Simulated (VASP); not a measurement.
# Si2Ni (I4/mmm) in VASP: a series of runs, part 2 of 2

VASP 6.6.1. The steps go on from the part before.

### 4 Single point, PBE

This run uses another cell than the first one, of the same volume but with other edges.

INCAR reads:

```
SYSTEM = Si2Ni
PREC     = Accurate       ! precision mode
ENCUT    = 520            ! plane-wave cutoff, eV
EDIFF    = 1E-6           ! SCF threshold, eV
ISMEAR   = 0              ! smearing method
SIGMA    = 0.15           ! smearing width, eV
LREAL    = .False.        ! projectors in reciprocal space
LASPH    = .True.         ! aspherical terms in the spheres
NELM     = 80             ! most SCF steps
ALGO     = Normal         ! electronic algorithm
ISIF     = 2              ! what is computed and relaxed
LWAVE    = .False.        ! write WAVECAR
LCHARG   = .True.         ! write CHGCAR
GGA      = PE             ! functional
LELF     = .True.         ! ELF
LVHAR    = .True.       
NBANDS   = 16             ! bands
```

KPOINTS reads:

```
Automatic mesh
0
Gamma
  16 16 16
  0 0 0
```

POSCAR reads:

```
Si2Ni
1.0
    0.0000000000      2.7607245629      2.6502955804
    2.7607245629      0.0000000000      2.6502955804
    2.7607245629      2.7607245629      0.0000000000
Si Ni
2 1
Direct
    0.2500000000      0.2500000000      0.2500000000
    0.7500000000      0.7500000000      0.7500000000
    0.0000000000      0.0000000000      0.0000000000
```

Potentials or basis: VASP PAW PBE potentials, release 64 (Si, Ni).

Command:

```
$ cat potpaw_PBE.64/Si/POTCAR potpaw_PBE.64/Ni/POTCAR > POTCAR
$ mpirun -np 1 vasp_std > vasp.out
```

OUTCAR:

```text
SYSTEM = Si2Ni
   PREC = Accurate
   ENCUT = 520
   EDIFF = 1E-6
   ISMEAR = 0
   LREAL = .False.
   LASPH = .True.
   NELM = 80
   ISIF = 2
   GGA = PE

 ion  position               nearest neighbor table
   1  0.250  0.250  0.250-   3 2.36   3 2.36   3 2.36   3 2.36   2 2.65   2 2.65   2 2.76   2 2.76
                             2 2.76   2 2.76
   2  0.750  0.750  0.750-   3 2.36   3 2.36   3 2.36   3 2.36   1 2.65   1 2.65   1 2.76   1 2.76
                             1 2.76   1 2.76
   3  0.000  0.000  0.000-   2 2.36   2 2.36   2 2.36   1 2.36   2 2.36   1 2.36   1 2.36   1 2.36

  LATTYP: Found a body centered tetragonal cell.
 ALAT       =     3.9042541188
 C/A-ratio  =     1.3576450199

  Lattice vectors:

 A1 = (   0.0000000000,  -2.7607245629,  -2.6502955804)
 A2 = (   0.0000000000,   2.7607245629,  -2.6502955804)
 A3 = (   2.7607245629,   0.0000000000,   2.6502955804)

Analysis of symmetry for initial positions (statically):
=====================================================================
 Subroutine PRICEL returns:
 Original cell was already a primitive cell.

 Routine SETGRP: Setting up the symmetry group for a
 body centered tetragonal supercell.

 Subroutine GETGRP returns: Found 16 space group operations
 (whereof 16 operations were pure point group operations)
 out of a pool of 16 trial point group operations.

The static configuration has the point symmetry D_4h.

Analysis of symmetry for dynamics (positions and initial velocities):
=====================================================================
 Subroutine PRICEL returns:
 Original cell was already a primitive cell.

 Routine SETGRP: Setting up the symmetry group for a
 body centered tetragonal supercell.

 Subroutine GETGRP returns: Found 16 space group operations
 (whereof 16 operations were pure point group operations)
 out of a pool of 16 trial point group operations.

The dynamic configuration has the point symmetry D_4h.

 Subroutine INISYM returns: Found 16 space group operations
 (whereof 16 operations are pure point group operations),
 and found     1 'primitive' translations

----------------------------------------------------------------------------------------

                                     Primitive cell

  volume of cell :      40.3990

  direct lattice vectors                    reciprocal lattice vectors
     0.000000000  2.760724563  2.650295580    -0.181111874  0.181111874  0.188658202
     2.760724563  0.000000000  2.650295580     0.181111874 -0.181111874  0.188658202
     2.760724563  2.760724563  0.000000000     0.181111874  0.181111874 -0.188658202

  length of vectors
     3.826965740  3.826965740  3.904254119     0.318111520  0.318111520  0.318111520

  position of ions in fractional coordinates (direct lattice)
     0.250000000  0.250000000  0.250000000
     0.750000000  0.750000000  0.750000000
     0.000000000  0.000000000  0.000000000

  ion indices of the primitive-cell ions
   primitive index   ion index
                 1           1
                 2           2
                 3           3

----------------------------------------------------------------------------------------

 KPOINTS: Automatic mesh

Automatic generation of k-mesh.
[... 23 lines left out ...]
  0.000000  0.000000  0.000000      1.000000
  0.062500  0.000000  0.000000      8.000000
  0.125000  0.000000  0.000000      8.000000
  0.187500  0.000000  0.000000      8.000000
  0.250000  0.000000  0.000000      8.000000
  0.312500  0.000000  0.000000      8.000000
[... 16 lines left out ...]
 -0.125000  0.062500  0.000000      8.000000
 -0.062500  0.062500  0.000000      4.000000
 [... further k-points ...]
   k-points           NKPTS =    349   k-points in BZ     NKDIM =    349   number of bands    NBANDS=     16
   number of dos      NEDOS =    301   number of ions     NIONS =      3
   total plane-waves  NPLWV =  23520
   dimension x,y,z NGX =    28 NGY =   28 NGZ =   30
   dimension x,y,z NGXF=    56 NGYF=   56 NGZF=   60
   ions per type =               2   1
   NGX,Y,Z   is equivalent  to a cutoff of  12.16, 12.16, 12.77 a.u.
   NGXF,Y,Z  is equivalent  to a cutoff of  24.33, 24.33, 25.55 a.u.
 SYSTEM =  Si2Ni
   PREC   = accura    normal or accurate (medium, high low for compatibility)
   ISTART =      0    job   : 0-new  1-cont  2-samecut
   ICHARG =      2    charge: 1-file 2-atom 10-const
   ISPIN  =      1    spin polarized calculation?
   LNONCOLLINEAR =      F non collinear calculations
   LSORBIT =      F    spin-orbit coupling
   LASPH  =      T    aspherical Exc in radial PAW
   ENCUT  =  520.0 eV  38.22 Ry    6.18 a.u.   7.12  7.12  7.26*2*pi/ulx,y,z
   NELM   =     80;   NELMIN=  2; NELMDL= -5     # of ELM steps
   EDIFF  = 0.1E-05   stopping-criterion for ELM
   LREAL  =      F    real-space projection
   EDIFFG = 0.1E-04   stopping-criterion for IOM
   NSW    =      0    number of steps for IOM
   IBRION =     -1    ionic relax: 0-MD 1-quasi-New 2-CG
   NFREE  =      0    steps in history (QN), initial steepest desc. (CG)
   ISIF   =      2    stress and relaxation
   ISYM   =      2    0-nonsym 1-usesym 2-fastsym
   POTIM  = 0.5000    time-step for ionic-motion
   TEBEG  =    0.0;   TEEND  =   0.0 temperature during run
   PSTRESS=    0.0 pullay stress
   NELECT =      18.0000    total number of electrons
   NUPDOWN=      -1.0000    fix difference up-down
   EMIN   =  10.00;   EMAX   =-10.00  energy-range for DOS
   EFERMI =   0.00;   METHOD = LEGACY
   ISMEAR =     0;   SIGMA  =   0.15  broadening in eV -4-tet -1-fermi 0-gaus
   EFERMI_NEDOS =   21; number of points for ismear=-14 and -15
   IALGO  =     38    algorithm
   IMIX   =      4    mixing-type and parameters
     AMIX     =   0.40;   BMIX     =  1.00
     AMIX_MAG =   1.60;   BMIX_MAG =  1.00
  volume/ion in A,a.u.               =      13.47        90.88
  Fermi-wavevector in a.u.,A,eV,Ry     =   1.250380  2.362876 21.272046  1.563451
  Thomas-Fermi vector in A             =   2.384377
   LORBIT       =      0    0 simple, 1 ext, 2 COOP (PROOUT), +10 PAW based schemes
   GGA     = PE    functional components
   LHFCALC =     F    Hartree Fock is set to
   AEXX    =    0.0000 exact exchange contribution
   IVDW    =     0    specifies the selected vdW correction
   LEPSILON=     F    determine dielectric tensor
   LRPA    =     F    only Hartree local field effects (RPA)
 non-spin polarized calculation
 Gauss-broadening in eV      SIGMA  =   0.15
  energy-cutoff  :      520.00
  volume of cell :       40.40
 maximum number of plane-waves:      1102
   NGX = 15   NGY = 15   NGZ = 15

 number of electron      17.9999996 magnetization

 Free energy of the ion-electron system (eV)
  ---------------------------------------------------
  ext. energy  EPLUGINS =         0.00000000
  ---------------------------------------------------
  free energy    TOTEN  =       -17.36687080 eV

  energy without entropy =      -17.35662633  energy(sigma->0) =      -17.36174857

 E-fermi :  10.0804     XC(G=0): -11.4841

 val. band max:       10.0792922122   @ k =  -0.4375   0.3750   0.0625
 cond. band min:      10.0867720016   @ k =   0.2500   0.0000   0.0000
 fundamental gap:      0.0074797894
 Fermi energy:        10.0804119935

 k-point     1 :       0.0000    0.0000    0.0000
  band No.  band energies     occupation
      1      -3.5238      2.00000
      2       4.9731      2.00000
      3       5.1187      2.00000
      4       5.1187      2.00000
      5       6.6785      2.00000
      6       6.7889      2.00000
[... 433 lines left out ...]
      3       4.9799      2.00000
      4       5.1830      2.00000
      5       6.6199      2.00000
      6       6.7831      2.00000
[... 8 lines left out ...]
     15      14.2121      0.00000
     16      15.8819      0.00000

 [... further k-points ...]

------------------------ aborting loop because EDIFF is reached ----------------------------------------

  FORCE on cell =-STRESS in cart. coord.  units (eV):
  Direction    XX          YY          ZZ          XY          YZ          ZX
  --------------------------------------------------------------------------------------
  -------------------------------------------------------------------------------------
  Total       -0.2339912     -0.2339912      0.2936679      0.0000000     -0.0000000     -0.0000000
  in kB       -9.2798238     -9.2798238     11.6465313      0.0000000     -0.0000000     -0.0000000
  external PRESSURE =      -2.3043721 kB  Pullay stress =       0.0000000 kB

 VOLUME and BASIS-vectors are now :
 -----------------------------------------------------------------------------
  energy-cutoff  :      520.00
  volume of cell :       40.40
      direct lattice vectors                 reciprocal lattice vectors
     0.000000000  2.760724563  2.650295580    -0.181111874  0.181111874  0.188658202
     2.760724563  0.000000000  2.650295580     0.181111874 -0.181111874  0.188658202
     2.760724563  2.760724563  0.000000000     0.181111874  0.181111874 -0.188658202

 POSITION                                       TOTAL-FORCE (eV/Angst)
 -----------------------------------------------------------------------------------
      1.38036      1.38036      1.32515         0.000000     -0.000000     -0.000000
      4.14109      4.14109      3.97544         0.000000     -0.000000      0.000000
      0.00000      0.00000      0.00000         0.000000      0.000000     -0.000000
 -----------------------------------------------------------------------------------
    total drift:                               -0.000000     -0.000000      0.000000

  FREE ENERGIE OF THE ION-ELECTRON SYSTEM (eV)
  ---------------------------------------------------
  free  energy   TOTEN  =       -17.3668708013 eV

  energy  without entropy=      -17.3566263336  energy(sigma->0) =      -17.36174857
```

Run time: 4.9 min. Hardware: 1 thread of Intel Xeon 8259CL, shared host; peak memory 0.33 GiB.

What came out:

```yaml
Free_energy: -17.3669 eV
Pressure: -0.2 GPa
Band_gap_on_the_k_mesh: zero (bands 9 and 10 overlap by 2.46 eV)
```

Levels at points of the mesh, in eV from the Fermi level:
| k point | band 7 | band 8 | band 9 | band 10 | band 11 | band 12 |
| --- | --- | --- | --- | --- | --- | --- |
| (0.00, 0.00, 0.00) | -0.42 | 1.37 | 1.88 | 1.88 | 2.21 | 2.21 |
| (0.50, 0.00, 0.00) | -3.15 | -1.49 | -1.23 | 1.76 | 1.78 | 1.84 |
| (0.50, 0.50, 0.00) | -3.42 | -3.20 | -2.97 | -0.58 | 1.34 | 7.85 |
| (0.50, 0.00, 0.50) | -3.38 | -3.33 | -2.94 | -0.33 | 1.58 | 7.61 |

### 5 Overview

```csv
cell,gap on the mesh (eV),pressure (GPa)
"a = 3.750, b = 3.750, c = 4.446 Å, angles 53.6, 53.6, 72.7°, 3 atoms",none,20.2
"a = 4.289, b = 4.289, c = 3.365 Å, angles 66.9, 66.9, 46.2°, 3 atoms",none,6.9
"a = 3.827, b = 3.827, c = 3.904 Å, angles 59.3, 59.3, 61.3°, 3 atoms",none,-0.2
```

Alike in all rows: task single point; level PBE; potentials or basis VASP PAW PBE potentials, release 64 (Si, Ni); no spin polarisation; k mesh 16 × 16 × 16; cutoff (eV) 520; smearing gaussian 0.15 eV.

Caveats: the cell stands under pressure (at least some runs).

Total energies depend on the potentials used, so only differences within one code and one set of settings carry meaning.
